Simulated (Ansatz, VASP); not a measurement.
Ge in VASP and in Ansatz

File INCAR:

```
PREC = Accurate ; ENCUT = 520
EDIFF = 1E-6 ; ISMEAR = 0
SIGMA = 0.15 ; LREAL = False
LASPH = True ; NELM = 60
ALGO = Normal ; ISIF = 2
LWAVE = False ; LCHARG = True
GGA = PS ; LELF = True
LVHAR = True ; NBANDS = 21
```

Contents of KPOINTS:

```
Automatic mesh
0
Gamma
  22 22 12
```

POSCAR

```
Ge
1.0
    0.0000000000      0.0000000000     -2.6427277821
    2.7652112298      0.0000000000      0.0000000000
    0.0000000000     -5.0390024825      0.0000000000
Ge
2
Direct
    0.0000000000      0.5723272052      0.0000000000
    0.0000000000     -0.0723272052      0.5000000000
```

Input for Ansatz:

```yaml
crystal:
  lattice:
    - [0.0, 0.0, -2.6427277821]
    - [2.7652112298, 0.0, 0.0]
    - [0.0, -5.0390024825, 0.0]
  atoms:
    - { symbol: Ge, position: [0.0, 0.5723272052, 0.0] }
    - { symbol: Ge, position: [0.0, -0.0723272052, 0.5] }
basis:
  ecutwfc: 420
kpoints:
  mp_grid: { grid: [22, 22, 12] }
hamiltonian:
  xc: pbesol
scf:
  occupations: { method: gaussian, width: 0.15 }
output:
  forces: true
  stress: true
  eigenvalues: true
```

Change from the starting cell: mode 1 (-8.0 1/cm) frozen in, largest displacement -0.200 Å.

Alike in both runs: task single point; functional PBEsol; k mesh 22 × 22 × 12; occupations gaussian, width 0.15 eV; no spin polarisation.

```csv
,VASP,Ansatz
version,VASP 6.6.1,Ansatz 0.2.0
potentials or method,"VASP PAW PBE potentials, release 64 (Ge_d), cutoff 520 eV","scalar-relativistic, plane waves, PAW"
valence electrons in the cell,28,28
```

|  | VASP | Ansatz | Ansatz less VASP |
| --- | --- | --- | --- |
| gap on the k mesh at the Fermi level (eV) | none | none | - |
| pressure (GPa) | 0.5 | 0.6 | +0.11 |
| traceless stress, the component that is largest in VASP (GPa) | -0.83 | -0.79 | +0.043 |
| rms of the force components (eV/Å) | 0.021 | 0.021 | +0.0001 |

VASP's potentials were made for PBE, not for PBEsol. Atom by atom the forces differ by 0.000 eV/Å (rms over components). A gap of «none» marks a metal or a gap that the smearing closes. The functional is the same, so the differences come from potentials, cutoffs and numerics.
